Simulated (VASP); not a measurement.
# Zr (Fd-3m) in VASP: notebook

Zr is run at these levels: PBE; tasks: single point, relaxation of cell and atoms.

Everything below comes from runs of VASP 6.6.1. Logs are shortened: lines on timing, memory, paths and dates and some standing lists are left out, and cuts for length are marked.

### 1 The cell of the first run

It takes space group Fd-3m (No. 227, cubic). The conventional cell has a = 5.535 Å, b = 5.535 Å, c = 5.535 Å, α = 90.00°, β = 90.00°, γ = 90.00°. Within 3.2 Å of Zr (site symmetry -43m) lie 4 Zr at 2.40 Å.

### 2 Single point, PBE

File INCAR:

```
PREC = Accurate ; ENCUT = 520
EDIFF = 1E-7 ; ISMEAR = -1
SIGMA = 0.08 ; LREAL = False
LASPH = True ; NELM = 100
ALGO = Normal ; ISIF = 2
LWAVE = False ; LCHARG = False
GGA = PE ; NBANDS = 19
```

File KPOINTS:

```
Automatic mesh
0
Gamma
  12 12 12
```

File POSCAR:

```
Zr
1.0
    0.0000000000      2.7673290814      2.7673290814
    2.7673290814      0.0000000000      2.7673290814
    2.7673290814      2.7673290814      0.0000000000
Zr
2
Direct
   -0.1250000000     -0.1250000000     -0.1250000000
    0.1250000000      0.1250000000      0.1250000000
```

Potentials or basis: VASP PAW PBE potentials, release 64 (Zr_sv).

On the command line:

```sh
cat potpaw_PBE.64/Zr_sv/POTCAR > POTCAR
mpirun -np 1 vasp_std > vasp.out
```

OUTCAR:

```text
PREC = Accurate
   ENCUT = 520
   EDIFF = 1E-7
   ISMEAR = -1
   LREAL = False
   LASPH = True
   NELM = 100
   ISIF = 2
   GGA = PE

 ion  position               nearest neighbor table
   1  0.875  0.875  0.875-   2 2.40   2 2.40   2 2.40   2 2.40
   2  0.125  0.125  0.125-   1 2.40   1 2.40   1 2.40   1 2.40

  LATTYP: Found a face centered cubic cell.
 ALAT       =     5.5346581628

  Lattice vectors:

 A1 = (   0.0000000000,   2.7673290814,   2.7673290814)
 A2 = (   2.7673290814,   0.0000000000,   2.7673290814)
 A3 = (   2.7673290814,   2.7673290814,   0.0000000000)

Analysis of symmetry for initial positions (statically):
=====================================================================
 Subroutine PRICEL returns:
 Original cell was already a primitive cell.

 Routine SETGRP: Setting up the symmetry group for a
 face centered cubic supercell.

 Subroutine GETGRP returns: Found 48 space group operations
 (whereof 12 operations were pure point group operations)
 out of a pool of 48 trial point group operations.

The static configuration has the point symmetry D_3d.
 The point group associated with its full space group is O_h .

Analysis of symmetry for dynamics (positions and initial velocities):
=====================================================================
 Subroutine PRICEL returns:
 Original cell was already a primitive cell.

 Routine SETGRP: Setting up the symmetry group for a
 face centered cubic supercell.

 Subroutine GETGRP returns: Found 48 space group operations
 (whereof 12 operations were pure point group operations)
 out of a pool of 48 trial point group operations.

The dynamic configuration has the point symmetry D_3d.
 The point group associated with its full space group is O_h .

 Subroutine INISYM returns: Found 48 space group operations
 (whereof 12 operations are pure point group operations),
 and found     1 'primitive' translations

----------------------------------------------------------------------------------------

                                     Primitive cell

  volume of cell :      42.3850

  direct lattice vectors                    reciprocal lattice vectors
     0.000000000  2.767329081  2.767329081    -0.180679632  0.180679632  0.180679632
     2.767329081  0.000000000  2.767329081     0.180679632 -0.180679632  0.180679632
     2.767329081  2.767329081  0.000000000     0.180679632  0.180679632 -0.180679632

  length of vectors
     3.913594318  3.913594318  3.913594318     0.312946302  0.312946302  0.312946302

  position of ions in fractional coordinates (direct lattice)
     0.875000000  0.875000000  0.875000000
     0.125000000  0.125000000  0.125000000

  ion indices of the primitive-cell ions
   primitive index   ion index
                 1           1
                 2           2

----------------------------------------------------------------------------------------

 KPOINTS: Automatic mesh

Automatic generation of k-mesh.
 Grid dimensions read from file:
 generate k-points for:   12   12   12

 Generating k-lattice:

  Cartesian coordinates                     Fractional coordinates (reciprocal lattice)
    -0.015056636  0.015056636  0.015056636     0.083333333  0.000000000  0.000000000
     0.015056636 -0.015056636  0.015056636     0.000000000  0.083333333  0.000000000
     0.015056636  0.015056636 -0.015056636     0.000000000  0.000000000  0.083333333

  Length of vectors
     0.026078859  0.026078859  0.026078859

  Shift w.r.t. Gamma in fractional coordinates (k-lattice)
     0.000000000  0.000000000  0.000000000

 Subroutine IBZKPT returns following result:
 ===========================================

 Found     72 irreducible k-points:

 Following reciprocal coordinates:
            Coordinates               Weight
  0.000000  0.000000  0.000000      1.000000
  0.083333  0.000000  0.000000      8.000000
  0.166667  0.000000  0.000000      8.000000
  0.250000  0.000000  0.000000      8.000000
  0.333333  0.000000  0.000000      8.000000
  0.416667  0.000000  0.000000      8.000000
[... 16 lines left out ...]
  0.500000  0.166667  0.000000     24.000000
 -0.416667  0.166667  0.000000     24.000000
 [... further k-points ...]
   k-points           NKPTS =     72   k-points in BZ     NKDIM =     72   number of bands    NBANDS=     19
   number of dos      NEDOS =    301   number of ions     NIONS =      2
   total plane-waves  NPLWV =  27000
   dimension x,y,z NGX =    30 NGY =   30 NGZ =   30
   dimension x,y,z NGXF=    60 NGYF=   60 NGZF=   60
   ions per type =               2
   NGX,Y,Z   is equivalent  to a cutoff of  12.74, 12.74, 12.74 a.u.
   NGXF,Y,Z  is equivalent  to a cutoff of  25.49, 25.49, 25.49 a.u.
 SYSTEM =  unknown system
   PREC   = accura    normal or accurate (medium, high low for compatibility)
   ISTART =      0    job   : 0-new  1-cont  2-samecut
   ICHARG =      2    charge: 1-file 2-atom 10-const
   ISPIN  =      1    spin polarized calculation?
[... 88 lines left out ...]
      3     -18.3455      2.00000
      4     -18.3455      2.00000
      5     -18.2708      2.00000
      6     -15.9751      2.00000
[... 11 lines left out ...]
     18      17.3115      0.00000
     19      17.3115      0.00000

 k-point     4 :       0.2500    0.0000    0.0000
  band No.  band energies     occupation
      1     -39.5482      2.00000
      2     -38.0883      2.00000
      3     -18.4222      2.00000
      4     -18.4222      2.00000
      5     -18.2845      2.00000
      6     -15.9254      2.00000
[... 11 lines left out ...]
     18      17.0772      0.00000
     19      17.0772      0.00000

 k-point     5 :       0.3333    0.0000    0.0000
  band No.  band energies     occupation
      1     -39.4374      2.00000
      2     -38.2181      2.00000
      3     -18.4936      2.00000
      4     -18.4936      2.00000
      5     -18.3029      2.00000
      6     -15.8682      2.00000
[... 11 lines left out ...]
     18      16.7367      0.00000
     19      16.7367      0.00000

 k-point     6 :       0.4167    0.0000    0.0000
  band No.  band energies     occupation
      1     -39.3389      2.00000
      2     -38.3305      2.00000
      3     -18.5430      2.00000
      4     -18.5430      2.00000
      5     -18.3191      2.00000
      6     -15.8219      2.00000
[... 11 lines left out ...]
     18      16.3173      0.00000
     19      16.3173      0.00000

 k-point     7 :       0.5000    0.0000    0.0000
  band No.  band energies     occupation
      1     -39.2969      2.00000
      2     -38.3775      2.00000
      3     -18.5605      2.00000
      4     -18.5605      2.00000
      5     -18.3255      2.00000
      6     -15.8041      2.00000
[... 11 lines left out ...]
     18      16.0641      0.00000
     19      16.0773      0.00000

 k-point     8 :       0.0833    0.0833    0.0000
  band No.  band energies     occupation
      1     -39.6964      2.00000
      2     -37.9086      2.00000
      3     -18.3143      2.00000
      4     -18.3143      2.00000
      5     -18.2190      2.00000
      6     -16.0572      2.00000
[... 256 lines left out ...]
 k-point    20 :       0.2500    0.1667    0.0000
  band No.  band energies     occupation
      1     -39.5392      2.00000
      2     -38.0989      2.00000
      3     -18.5295      2.00000
      4     -18.5223      2.00000
      5     -18.0228      2.00000
      6     -16.2280      2.00000
[... 11 lines left out ...]
     18      15.8187      0.00000
     19      17.7692      0.00000

 k-point    21 :       0.3333    0.1667    0.0000
  band No.  band energies     occupation
      1     -39.4377      2.00000
      2     -38.2178      2.00000
      3     -18.6285      2.00000
      4     -18.5907      2.00000
      5     -17.9675      2.00000
      6     -16.2493      2.00000
[... 11 lines left out ...]
     18      15.4086      0.00000
     19      17.4710      0.00000

 k-point    22 :       0.4167    0.1667    0.0000
  band No.  band energies     occupation
      1     -39.3257      2.00000
      2     -38.3452      2.00000
      3     -18.7233      2.00000
      4     -18.6339      2.00000
      5     -17.9308      2.00000
      6     -16.2447      2.00000
[... 11 lines left out ...]
     18      15.2801      0.00000
     19      16.9245      0.00000

 k-point    23 :       0.5000    0.1667    0.0000
  band No.  band energies     occupation
      1     -39.2384      2.00000
      2     -38.4422      2.00000
      3     -18.7920      2.00000
      4     -18.6436      2.00000
      5     -17.9191      2.00000
      6     -16.2230      2.00000
[... 11 lines left out ...]
     18      15.8515      0.00000
     19      16.1324      0.00000

 k-point    24 :      -0.4167    0.1667    0.0000
  band No.  band energies     occupation
      1     -39.2257      2.00000
      2     -38.4561      2.00000
      3     -18.8180      2.00000
      4     -18.6178      2.00000
      5     -17.9353      2.00000
      6     -16.1925      2.00000
[... 11 lines left out ...]
     18      15.1541      0.00000
     19      16.3981      0.00000

 [... further k-points ...]

------------------------ aborting loop because EDIFF is reached ----------------------------------------

  FORCE on cell =-STRESS in cart. coord.  units (eV):
  Direction    XX          YY          ZZ          XY          YZ          ZX
  --------------------------------------------------------------------------------------
  -------------------------------------------------------------------------------------
  Total        7.0522360      7.0522360      7.0522360      0.0000000      0.0000000      0.0000000
  in kB      266.5784274    266.5784274    266.5784274      0.0000000      0.0000000      0.0000000
  external PRESSURE =     266.5784274 kB  Pullay stress =       0.0000000 kB

 VOLUME and BASIS-vectors are now :
 -----------------------------------------------------------------------------
  energy-cutoff  :      520.00
  volume of cell :       42.39
      direct lattice vectors                 reciprocal lattice vectors
     0.000000000  2.767329081  2.767329081    -0.180679632  0.180679632  0.180679632
     2.767329081  0.000000000  2.767329081     0.180679632 -0.180679632  0.180679632
     2.767329081  2.767329081  0.000000000     0.180679632  0.180679632 -0.180679632

 POSITION                                       TOTAL-FORCE (eV/Angst)
 -----------------------------------------------------------------------------------
      4.84283      4.84283      4.84283        -0.000000      0.000000     -0.000000
      0.69183      0.69183      0.69183         0.000000     -0.000000      0.000000
 -----------------------------------------------------------------------------------
    total drift:                               -0.000000      0.000000      0.000000

  FREE ENERGIE OF THE ION-ELECTRON SYSTEM (eV)
  ---------------------------------------------------
  free  energy   TOTEN  =       -11.0922371573 eV

  energy  without entropy=      -11.0187109744  energy(sigma->0) =      -11.05547407
```

Wall time 26 s (1 thread of Intel Xeon 6975P-C (Granite Rapids), shared host); peak memory 0.18 GiB.

Results:

- Free energy: -11.0922 eV
- Pressure: 26.7 GPa
- Band gap on the k mesh: zero (band 12 reaches 10.27 eV, above the bottom of band 13 at 9.01 eV)

Levels at points of the mesh, in eV from the Fermi level:
```csv
k point,band 8,band 9,band 10,band 11,band 12,band 13,band 14,band 15,band 16,band 17
"(0.00, 0.00, 0.00)",-25.68,-4.76,-2.00,-2.00,-0.03,-0.03,-0.03,3.09,3.09,3.09
"(0.50, 0.00, 0.00)",-25.30,-2.34,-1.75,-1.75,-1.41,-0.65,-0.65,1.97,4.72,4.72
"(0.50, 0.50, 0.00)",-24.90,-3.34,-3.34,-0.62,-0.62,1.67,1.67,2.03,2.03,6.48
```

### 3 Single point, PBE

File INCAR:

```
PREC = Accurate
ENCUT = 520
EDIFF = 1E-7
ISMEAR = -1
SIGMA = 0.08
LREAL = F
LASPH = T
NELM = 80
ALGO = Normal
ISIF = 2
LWAVE = F
LCHARG = F
GGA = PE
NBANDS = 19
```

File KPOINTS:

```
regular mesh
0
Gamma
  12 12 12
```

File POSCAR:

```
Zr
1.0
    0.0000000000      2.7678247067      2.7678247067
    2.7678247067      0.0000000000      2.7678247067
    2.7678247067      2.7678247067      0.0000000000
Zr
2
Direct
   -0.1250000000     -0.1250000000     -0.1250000000
    0.1250000000      0.1250000000      0.1250000000
```

Potentials or basis: VASP PAW PBE potentials, release 64 (Zr_sv).

On the command line:

```sh
cat potpaw_PBE.64/Zr_sv/POTCAR > POTCAR
mpirun -np 1 vasp_std > vasp.out
```

Wall time 27 s (1 thread of Intel Xeon 6975P-C (Granite Rapids), shared host); peak memory 0.19 GiB.

The run converged. Its results:

- Free energy: -11.0960 eV
- Pressure: 26.6 GPa
- Band gap on the k mesh: zero (band 12 reaches 10.26 eV, above the bottom of band 13 at 9.00 eV)

Levels at points of the mesh, in eV from the Fermi level:
```csv
k point,band 9,band 10,band 11,band 12,band 13,band 14,band 15,band 16
"(0.00, 0.00, 0.00)",-4.76,-1.99,-1.99,-0.03,-0.03,-0.03,3.08,3.08
"(0.50, 0.00, 0.00)",-2.34,-1.75,-1.75,-1.41,-0.65,-0.65,1.97,4.71
"(0.50, 0.50, 0.00)",-3.34,-3.34,-0.62,-0.62,1.67,1.67,2.03,2.03
```

### 4 Relaxation of cell and atoms, PBE, target pressure 26 GPa, at which the enthalpy is minimised

File INCAR:

```
ALGO = Normal
EDIFF = 1E-6
EDIFFG = -0.005
ENCUT = 600
GGA = PE
IBRION = 2
ISIF = 3
ISMEAR = -1
LASPH = T
LCHARG = F
LREAL = F
LWAVE = F
NELM = 80
NSW = 32
PREC = Accurate
PSTRESS = 260.0
SIGMA = 0.08
```

File KPOINTS:

```
k-points
0
Gamma
  12 12 12
```

File POSCAR:

```
Zr
1.0
    0.0000000000      2.7673290814      2.7673290814
    2.7673290814      0.0000000000      2.7673290814
    2.7673290814      2.7673290814      0.0000000000
Zr
2
Direct
   -0.1250000000     -0.1250000000     -0.1250000000
    0.1250000000      0.1250000000      0.1250000000
```

On the command line:

```sh
cat potpaw_PBE.64/Zr_sv/POTCAR > POTCAR
mpirun -np 1 vasp_std > vasp.out
```

It took 60 s on 1 thread of AMD EPYC 9R45 (Zen 5), shared host; peak memory 0.18 GiB.

The run converged. Its results:

```
Free energy                                            : -11.1274 eV
Relaxed volume                                         : 21.30 Å³/atom
Relaxed cell                                           : a = 3.920 Å, b = 3.920 Å, c = 3.920 Å, α = 60.00°, β = 60.00°, γ = 60.00°
Space group after relaxing (to 0.05 Å)                 : Fd-3m (No. 227)
Energy change on relaxing (the enthalpy is what falls) : -17.4 meV/atom
Ionic steps                                            : 3
Pressure after relaxing                                : 26.0 GPa
Band gap on the k mesh                                 : zero (band 12 reaches 10.19 eV, above the bottom of band 13 at 8.95 eV)
```

The path:
```
step  energy change (eV)  largest force (eV/Å)  pressure (GPa)  volume (Å³)
   1              0.0000                0.0000           26.67        42.39
   2             -0.0876                0.0000           25.00        42.93
   3             -0.0348                0.0000           26.00        42.60
```

Final structure:
```
CELL_PARAMETERS angstrom
0.00000 2.77193 2.77193
2.77193 0.00000 2.77193
2.77193 2.77193 0.00000
ATOMIC_POSITIONS crystal
Zr 0.87500 0.87500 0.87500
Zr 0.12500 0.12500 0.12500
```

Levels at points of the mesh, in eV from the Fermi level:
| k point | band 9 | band 10 | band 11 | band 12 | band 13 | band 14 | band 15 | band 16 |
| --- | --- | --- | --- | --- | --- | --- | --- | --- |
| (0.00, 0.00, 0.00) | -4.75 | -1.98 | -1.98 | -0.03 | -0.03 | -0.03 | 3.07 | 3.07 |
| (0.50, 0.00, 0.00) | -2.32 | -1.73 | -1.73 | -1.41 | -0.64 | -0.64 | 1.95 | 4.69 |
| (0.50, 0.50, 0.00) | -3.32 | -3.32 | -0.61 | -0.61 | 1.68 | 1.68 | 2.00 | 2.00 |

Caveat: the cell is relaxed towards a set pressure, so the enthalpy falls and the energy may rise.

### 5 Relaxation of cell and atoms, PBE, target pressure 26 GPa, at which the enthalpy is minimised

This run uses another cell than the first one, of 22.14 Å³/atom, 1.045 times its volume.

File INCAR:

```
SYSTEM = Zr
PREC = Accurate ; ENCUT = 600
EDIFF = 1E-6 ; ISMEAR = -1
SIGMA = 0.08 ; LREAL = .FALSE.
LASPH = .TRUE. ; NELM = 80
ALGO = Normal ; ISIF = 3
LWAVE = .FALSE. ; LCHARG = .FALSE.
GGA = PE ; IBRION = 2
NSW = 60 ; EDIFFG = -0.005
PSTRESS = 260.0
```

File KPOINTS:

```
regular mesh
0
G
  12 12 12
  0 0 0
```

File POSCAR:

```
Zr
1.0
    0.0000000000      2.8081466703      2.8081466703
    2.8081466703      0.0000000000      2.8081466703
    2.8081466703      2.8081466703      0.0000000000
Zr
2
Direct
   -0.1250000000     -0.1250000000     -0.1250000000
    0.1250000000      0.1250000000      0.1250000000
```

On the command line:

```sh
cat potpaw_PBE.64/Zr_sv/POTCAR > POTCAR
mpirun -np 1 vasp_std > vasp.out
```

Run time: 81 s. Hardware: 1 thread of AMD EPYC 9R45 (Zen 5), shared host; peak memory 0.19 GiB.

Results (log left out):

- Free energy: -11.1279 eV
- Relaxed volume: 21.30 Å³/atom
- Relaxed cell: a = 3.920 Å, b = 3.920 Å, c = 3.920 Å, α = 60.00°, β = 60.00°, γ = 60.00°
- Space group after relaxing (to 0.05 Å): Fd-3m (No. 227)
- Energy change on relaxing (the enthalpy is what falls): +124.5 meV/atom
- Ionic steps: 4
- Pressure after relaxing: 26.0 GPa
- Band gap on the k mesh: zero (band 12 reaches 10.19 eV, above the bottom of band 13 at 8.95 eV)

Step by step:
| step | energy change (eV) | largest force (eV/Å) | pressure (GPa) | volume (Å³) |
| --- | --- | --- | --- | --- |
| 1 | 0.0000 | 0.0000 | 21.25 | 44.29 |
| 2 | 0.6957 | 0.0000 | 34.51 | 40.22 |
| 3 | 0.2436 | 0.0000 | 25.92 | 42.63 |
| 4 | 0.2489 | 0.0000 | 26.02 | 42.60 |

Final structure:
```
CELL_PARAMETERS angstrom
0.00000 2.77190 2.77190
2.77190 0.00000 2.77190
2.77190 2.77190 0.00000
ATOMIC_POSITIONS crystal
Zr 0.87500 0.87500 0.87500
Zr 0.12500 0.12500 0.12500
```

Levels at points of the mesh, in eV from the Fermi level:
```
           k point  band 10  band 11  band 12  band 13  band 14  band 15
(0.00, 0.00, 0.00)    -1.98    -1.98    -0.03    -0.03    -0.03     3.07
(0.50, 0.00, 0.00)    -1.73    -1.73    -1.41    -0.64    -0.64     1.95
(0.50, 0.50, 0.00)    -3.32    -0.61    -0.61     1.68     1.68     2.00
```

Caveat: the cell is relaxed towards a set pressure, so the enthalpy falls and the energy may rise.

### 6 Overview

| task | cell | cutoff (eV) | gap on the mesh (eV) | pressure (GPa) |
| --- | --- | --- | --- | --- |
| single point | a = 3.914 Å, angles 60.0°, 2 atoms | 520 | none | 26.6 |
| relaxation of cell and atoms | relaxed to 26 GPa from a = 3.914 Å, angles 60.0°, 2 atoms | 600 | none | 26.0 |
| relaxation of cell and atoms | relaxed to 26 GPa from a = 3.971 Å, angles 60.0°, 2 atoms | 600 | none | 26.0 |

Alike in all rows: level PBE; potentials or basis VASP PAW PBE potentials, release 64 (Zr_sv); no spin polarisation; k mesh 12 × 12 × 12; smearing fermi-dirac 0.08 eV.

Caveats: the cell is relaxed towards a set pressure, so the enthalpy falls and the energy may rise (some runs).

Absolute energies hang on the potentials; compare differences alone.
